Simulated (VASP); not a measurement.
# BP (I-4m2) in VASP: notebook

Runs on BP. Level: PBE. Tasks: single point.

Everything below comes from runs of VASP 6.6.1. Logs are shortened: lines on timing, memory, paths and dates and some standing lists are left out, and cuts for length are marked.

## 1. The cell of the first run

It takes space group I-4m2 (No. 119, tetragonal). The conventional cell has a = 3.204 Å, b = 3.204 Å, c = 4.617 Å, α = 90.00°, β = 90.00°, γ = 90.00°. Within 2.6 Å of B (site symmetry -4m2) lie 4 P at 1.97 Å. Within 2.6 Å of P (site symmetry -4m2) lie 4 B at 1.97 Å.

## 2. Single point, PBE (strained cell)

File INCAR:

```
ALGO = Normal ; EDIFF = 1E-6
ENCUT = 500 ; GGA = PE
GGA_COMPAT = F ; ISIF = 2
ISMEAR = 0 ; LASPH = T
LCHARG = F ; LREAL = F
LWAVE = F ; NBANDS = 11
NELM = 120 ; PREC = Accurate
SIGMA = 0.02
```

File KPOINTS:

```
k-points
0
Gamma
  8 8 8
```

File POSCAR:

```
BP
1.0
    0.0000000000      2.2656445181      2.3082852556
    2.2656445181      0.0000000000      2.3082852556
    2.2656445181      2.2656445181      0.0000000000
B P
1 1
Direct
    0.0000000000      0.0000000000      0.0000000000
    0.2500000000      0.2500000000      0.2500000000
```

Potentials or basis: VASP PAW PBE potentials, release 64 (B, P).

The run is started by

```
$ cat potpaw_PBE.64/B/POTCAR potpaw_PBE.64/P/POTCAR > POTCAR
$ mpirun -np 1 vasp_std > vasp.out
```

OUTCAR:

```text
EDIFF = 1E-6
   ENCUT = 500
   GGA = PE
   ISIF = 2
   ISMEAR = 0
   LASPH = T
   LREAL = F
   NELM = 120
   PREC = Accurate

 ion  position               nearest neighbor table
   1  0.000  0.000  0.000-   2 1.97   2 1.97   2 1.97   2 1.97
   2  0.250  0.250  0.250-   1 1.97   1 1.97   1 1.97   1 1.97

  LATTYP: Found a body centered tetragonal cell.
 ALAT       =     3.2041052050
 C/A-ratio  =     1.4408298779

  Lattice vectors:

 A1 = (  -2.2656445181,   0.0000000000,   2.3082852556)
 A2 = (   2.2656445181,   0.0000000000,   2.3082852556)
 A3 = (   0.0000000000,   2.2656445181,  -2.3082852556)

Analysis of symmetry for initial positions (statically):
=====================================================================
 Subroutine PRICEL returns:
 Original cell was already a primitive cell.

 Routine SETGRP: Setting up the symmetry group for a
 body centered tetragonal supercell.

 Subroutine GETGRP returns: Found  8 space group operations
 (whereof  8 operations were pure point group operations)
 out of a pool of 16 trial point group operations.

The static configuration has the point symmetry D_2d.

Analysis of symmetry for dynamics (positions and initial velocities):
=====================================================================
 Subroutine PRICEL returns:
 Original cell was already a primitive cell.

 Routine SETGRP: Setting up the symmetry group for a
 body centered tetragonal supercell.

 Subroutine GETGRP returns: Found  8 space group operations
 (whereof  8 operations were pure point group operations)
 out of a pool of 16 trial point group operations.

The dynamic configuration has the point symmetry D_2d.

 Subroutine INISYM returns: Found  8 space group operations
 (whereof  8 operations are pure point group operations),
 and found     1 'primitive' translations

----------------------------------------------------------------------------------------

                                     Primitive cell

  volume of cell :      23.6975

  direct lattice vectors                    reciprocal lattice vectors
     0.000000000  2.265644518  2.308285256    -0.220687754  0.220687754  0.216611010
     2.265644518  0.000000000  2.308285256     0.220687754 -0.220687754  0.216611010
     2.265644518  2.265644518  0.000000000     0.220687754  0.220687754 -0.216611010

  length of vectors
     3.234397301  3.234397301  3.204105205     0.379903276  0.379903276  0.379903276

  position of ions in fractional coordinates (direct lattice)
     0.000000000  0.000000000  0.000000000
     0.250000000  0.250000000  0.250000000

  ion indices of the primitive-cell ions
   primitive index   ion index
                 1           1
                 2           2

----------------------------------------------------------------------------------------

 KPOINTS: k-points

Automatic generation of k-mesh.
 Grid dimensions read from file:
 generate k-points for:    8    8    8

 Generating k-lattice:

  Cartesian coordinates                     Fractional coordinates (reciprocal lattice)
    -0.027585969  0.027585969  0.027076376     0.125000000 -0.000000000  0.000000000
     0.027585969 -0.027585969  0.027076376    -0.000000000  0.125000000  0.000000000
     0.027585969  0.027585969 -0.027076376     0.000000000  0.000000000  0.125000000

  Length of vectors
     0.047487909  0.047487909  0.047487909

  Shift w.r.t. Gamma in fractional coordinates (k-lattice)
     0.000000000  0.000000000  0.000000000

 Subroutine IBZKPT returns following result:
 ===========================================

 Found     59 irreducible k-points:

 Following reciprocal coordinates:
            Coordinates               Weight
  0.000000  0.000000  0.000000      1.000000
  0.125000  0.000000  0.000000      8.000000
  0.250000  0.000000  0.000000      8.000000
  0.375000 -0.000000  0.000000      8.000000
  0.500000  0.000000  0.000000      4.000000
  0.125000  0.125000  0.000000      2.000000
[... 16 lines left out ...]
  0.250000  0.000000  0.125000     16.000000
  0.375000 -0.000000  0.125000     16.000000
 [... further k-points ...]
   k-points           NKPTS =     59   k-points in BZ     NKDIM =     59   number of bands    NBANDS=     11
   number of dos      NEDOS =    301   number of ions     NIONS =      2
   total plane-waves  NPLWV =  13824
   dimension x,y,z NGX =    24 NGY =   24 NGZ =   24
   dimension x,y,z NGXF=    48 NGYF=   48 NGZF=   48
   ions per type =               1   1
   NGX,Y,Z   is equivalent  to a cutoff of  12.34, 12.34, 12.45 a.u.
   NGXF,Y,Z  is equivalent  to a cutoff of  24.67, 24.67, 24.90 a.u.
 SYSTEM =  unknown system
   PREC   = accura    normal or accurate (medium, high low for compatibility)
   ISTART =      0    job   : 0-new  1-cont  2-samecut
   ICHARG =      2    charge: 1-file 2-atom 10-const
   ISPIN  =      1    spin polarized calculation?
   LNONCOLLINEAR =      F non collinear calculations
   LSORBIT =      F    spin-orbit coupling
   LASPH  =      T    aspherical Exc in radial PAW
   ENCUT  =  500.0 eV  36.75 Ry    6.06 a.u.   5.90  5.90  5.84*2*pi/ulx,y,z
   NELM   =    120;   NELMIN=  2; NELMDL= -5     # of ELM steps
   EDIFF  = 0.1E-05   stopping-criterion for ELM
   LREAL  =      F    real-space projection
   EDIFFG = 0.1E-04   stopping-criterion for IOM
   NSW    =      0    number of steps for IOM
   IBRION =     -1    ionic relax: 0-MD 1-quasi-New 2-CG
   NFREE  =      0    steps in history (QN), initial steepest desc. (CG)
   ISIF   =      2    stress and relaxation
   ISYM   =      2    0-nonsym 1-usesym 2-fastsym
   POTIM  = 0.5000    time-step for ionic-motion
   TEBEG  =    0.0;   TEEND  =   0.0 temperature during run
   PSTRESS=    0.0 pullay stress
   NELECT =       8.0000    total number of electrons
   NUPDOWN=      -1.0000    fix difference up-down
   EMIN   =  10.00;   EMAX   =-10.00  energy-range for DOS
   EFERMI =   0.00;   METHOD = LEGACY
   ISMEAR =     0;   SIGMA  =   0.02  broadening in eV -4-tet -1-fermi 0-gaus
   EFERMI_NEDOS =   21; number of points for ismear=-14 and -15
   IALGO  =     38    algorithm
   IMIX   =      4    mixing-type and parameters
     AMIX     =   0.40;   BMIX     =  1.00
     AMIX_MAG =   1.60;   BMIX_MAG =  1.00
  volume/ion in A,a.u.               =      11.85        79.96
  Fermi-wavevector in a.u.,A,eV,Ry     =   1.139910  2.154117 17.679334  1.299394
  Thomas-Fermi vector in A             =   2.276613
   LORBIT       =      0    0 simple, 1 ext, 2 COOP (PROOUT), +10 PAW based schemes
   GGA     = PE    functional components
   LHFCALC =     F    Hartree Fock is set to
   AEXX    =    0.0000 exact exchange contribution
   IVDW    =     0    specifies the selected vdW correction
   LEPSILON=     F    determine dielectric tensor
   LRPA    =     F    only Hartree local field effects (RPA)
 non-spin polarized calculation
 Gauss-broadening in eV      SIGMA  =   0.02
  energy-cutoff  :      500.00
  volume of cell :       23.70
 maximum number of plane-waves:       612
   NGX = 11   NGY = 11   NGZ = 11

 number of electron       8.0000000 magnetization

 Free energy of the ion-electron system (eV)
  ---------------------------------------------------
  ext. energy  EPLUGINS =         0.00000000
  ---------------------------------------------------
  free energy    TOTEN  =       -12.92331650 eV

  energy without entropy =      -12.92331650  energy(sigma->0) =      -12.92331650

 E-fermi :   7.5186     XC(G=0): -10.8462

 val. band max:        7.3289106985   @ k =   0.0000   0.0000   0.0000
 cond. band min:       8.4757846654   @ k =   0.3750   0.0000   0.3750
 fundamental gap:      1.1468739669
 Fermi energy:         7.5185663968

 k-point     1 :       0.0000    0.0000    0.0000
  band No.  band energies     occupation
      1      -8.0676      2.00000
      2       7.1436      2.00000
      3       7.3289      2.00000
      4       7.3289      2.00000
      5      10.6138      0.00000
      6      10.6138      0.00000
      7      10.7186      0.00000
      8      14.4199      0.00000
      9      18.6844      0.00000
     10      19.1045      0.00000
     11      19.5992      0.00000

 k-point     2 :       0.1250    0.0000    0.0000
  band No.  band energies     occupation
      1      -7.7898      2.00000
      2       5.4248      2.00000
      3       6.7757      2.00000
      4       6.9157      2.00000
      5      11.1069      0.00000
      6      11.2070      0.00000
      7      11.3117      0.00000
      8      15.2309      0.00000
      9      18.2673      0.00000
     10      18.6438      0.00000
     11      19.5113      0.00000

 k-point     3 :       0.2500    0.0000    0.0000
  band No.  band energies     occupation
      1      -6.9755      2.00000
      2       2.4642      2.00000
      3       6.0698      2.00000
      4       6.2551      2.00000
      5      11.1698      0.00000
      6      12.0037      0.00000
      7      12.0239      0.00000
      8      16.7406      0.00000
      9      18.1314      0.00000
     10      18.2644      0.00000
     11      20.2143      0.00000

 k-point     4 :       0.3750   -0.0000    0.0000
  band No.  band energies     occupation
      1      -5.7323      2.00000
      2      -0.2288      2.00000
      3       5.5772      2.00000
      4       5.8012      2.00000
      5      10.9955      0.00000
      6      12.0341      0.00000
      7      12.1475      0.00000
      8      17.3673      0.00000
      9      19.7733      0.00000
     10      19.8603      0.00000
     11      20.9788      0.00000
[... 239 lines left out ...]
 k-point    22 :       0.1250    0.0000    0.1250
  band No.  band energies     occupation
      1      -7.6924      2.00000
      2       6.0144      2.00000
      3       6.1314      2.00000
      4       6.1417      2.00000
      5       9.9875      0.00000
      6      12.1190      0.00000
      7      12.3411      0.00000
      8      14.7306      0.00000
      9      17.7186      0.00000
     10      19.6248      0.00000
     11      19.8823      0.00000

 k-point    23 :       0.2500    0.0000    0.1250
  band No.  band energies     occupation
      1      -7.0504      2.00000
      2       3.4930      2.00000
      3       5.3294      2.00000
      4       5.8014      2.00000
      5      10.2656      0.00000
      6      12.8197      0.00000
      7      13.3161      0.00000
      8      14.3367      0.00000
      9      18.4786      0.00000
     10      19.6860      0.00000
     11      21.0928      0.00000

 k-point    24 :       0.3750   -0.0000    0.1250
  band No.  band energies     occupation
      1      -5.9280      2.00000
      2       0.7389      2.00000
      3       4.9048      2.00000
      4       5.0751      2.00000
      5      10.7116      0.00000
      6      12.8635      0.00000
      7      13.4302      0.00000
      8      15.0640      0.00000
      9      19.6334      0.00000
     10      20.8881      0.00000
     11      21.6705      0.00000

 [... further k-points ...]
[... 5 lines left out ...]
  --------------------------------------------------------------------------------------
  -------------------------------------------------------------------------------------
  Total        0.0465197      0.0465197     -0.7014341      0.0000000     -0.0000000      0.0000000
  in kB        3.1451754      3.1451754    -47.4235930      0.0000000     -0.0000000      0.0000000
  external PRESSURE =     -13.7110807 kB  Pullay stress =       0.0000000 kB

 VOLUME and BASIS-vectors are now :
 -----------------------------------------------------------------------------
  energy-cutoff  :      500.00
  volume of cell :       23.70
      direct lattice vectors                 reciprocal lattice vectors
     0.000000000  2.265644518  2.308285256    -0.220687754  0.220687754  0.216611010
     2.265644518  0.000000000  2.308285256     0.220687754 -0.220687754  0.216611010
     2.265644518  2.265644518  0.000000000     0.220687754  0.220687754 -0.216611010

 POSITION                                       TOTAL-FORCE (eV/Angst)
 -----------------------------------------------------------------------------------
      0.00000      0.00000      0.00000         0.000000      0.000000      0.000000
      1.13282      1.13282      1.15414        -0.000000     -0.000000     -0.000000
 -----------------------------------------------------------------------------------
    total drift:                                0.000000      0.000000      0.000000

  FREE ENERGIE OF THE ION-ELECTRON SYSTEM (eV)
  ---------------------------------------------------
  free  energy   TOTEN  =       -12.9233164992 eV

  energy  without entropy=      -12.9233164992  energy(sigma->0) =      -12.92331650
```

Wall time 14 s (1 thread of Intel Xeon 8259CL, shared host); peak memory 0.14 GiB.

Results:

```yaml
Free_energy: -12.9233 eV
Pressure: -1.4 GPa
Band_gap_on_the_k_mesh: 1.15 eV (least direct gap 3.28 eV)
```

Stress tensor (GPa, compression positive):
```
 0.31  0.00  0.00
 0.00  0.31  0.00
 0.00  0.00 -4.74
```

Levels at points of the mesh, in eV from the valence-band top:
| k point | band 2 | band 3 | band 4 | band 5 | band 6 | band 7 |
| --- | --- | --- | --- | --- | --- | --- |
| (0.00, 0.00, 0.00) | -0.19 | 0.00 | 0.00 | 3.28 | 3.28 | 3.39 |
| (0.50, 0.00, 0.00) | -8.99 | -1.92 | -1.68 | 3.59 | 4.60 | 4.73 |
| (0.50, 0.50, 0.00) | -8.68 | -4.00 | -4.00 | 1.44 | 1.78 | 11.93 |
| (0.50, 0.00, 0.50) | -8.52 | -4.21 | -4.17 | 1.23 | 1.53 | 11.72 |

Caveat: the cell differs from its parent crystal (strained cell); the stress differs along the axes, from -5 to 0 GPa. A k mesh can miss the band edges.

## 3. Single point, PBE (strained cell)

File INCAR:

```
PREC = Accurate ; ENCUT = 500
EDIFF = 1E-6 ; ISMEAR = 0
SIGMA = 0.02 ; LREAL = F
LASPH = T ; NELM = 120
ALGO = Normal ; ISIF = 2
LWAVE = F ; LCHARG = F
GGA = PE ; NBANDS = 11
GGA_COMPAT = F
```

File KPOINTS:

```
regular mesh
0
Gamma
  8 8 8
```

File POSCAR:

```
BP
1.0
    0.0000000000      2.2733800141      2.3082852556
    2.2733800141      0.0000000000      2.3082852556
    2.2733800141      2.2733800141      0.0000000000
B P
1 1
Direct
    0.0000000000      0.0000000000      0.0000000000
    0.2500000000      0.2500000000      0.2500000000
```

Potentials or basis: VASP PAW PBE potentials, release 64 (B, P).

The run is started by

```
$ cat potpaw_PBE.64/B/POTCAR potpaw_PBE.64/P/POTCAR > POTCAR
$ mpirun -np 1 vasp_std > vasp.out
```

Run time: 15 s. Hardware: 1 thread of Intel Xeon 8259CL, shared host; peak memory 0.14 GiB.

Results (log left out):

```
Free energy            : -12.9230 eV
Pressure               : -2.4 GPa
Band gap on the k mesh : 1.18 eV (least direct gap 3.29 eV)
```

Stress tensor (GPa, compression positive):
```
-1.06  0.00  0.00
 0.00 -1.06  0.00
 0.00  0.00 -5.15
```

Levels at points of the mesh, in eV from the valence-band top:
| k point | band 1 | band 2 | band 3 | band 4 | band 5 | band 6 | band 7 | band 8 |
| --- | --- | --- | --- | --- | --- | --- | --- | --- |
| (0.00, 0.00, 0.00) | -15.32 | -0.15 | 0.00 | 0.00 | 3.29 | 3.29 | 3.38 | 7.00 |
| (0.50, 0.00, 0.00) | -12.08 | -8.93 | -1.88 | -1.69 | 3.58 | 4.61 | 4.72 | 10.01 |
| (0.50, 0.50, 0.00) | -10.68 | -8.61 | -3.98 | -3.98 | 1.43 | 1.77 | 11.88 | 11.88 |
| (0.50, 0.00, 0.50) | -10.53 | -8.48 | -4.15 | -4.12 | 1.27 | 1.56 | 11.71 | 12.02 |

Caveat: the cell differs from its parent crystal (strained cell). A k mesh can miss the band edges.
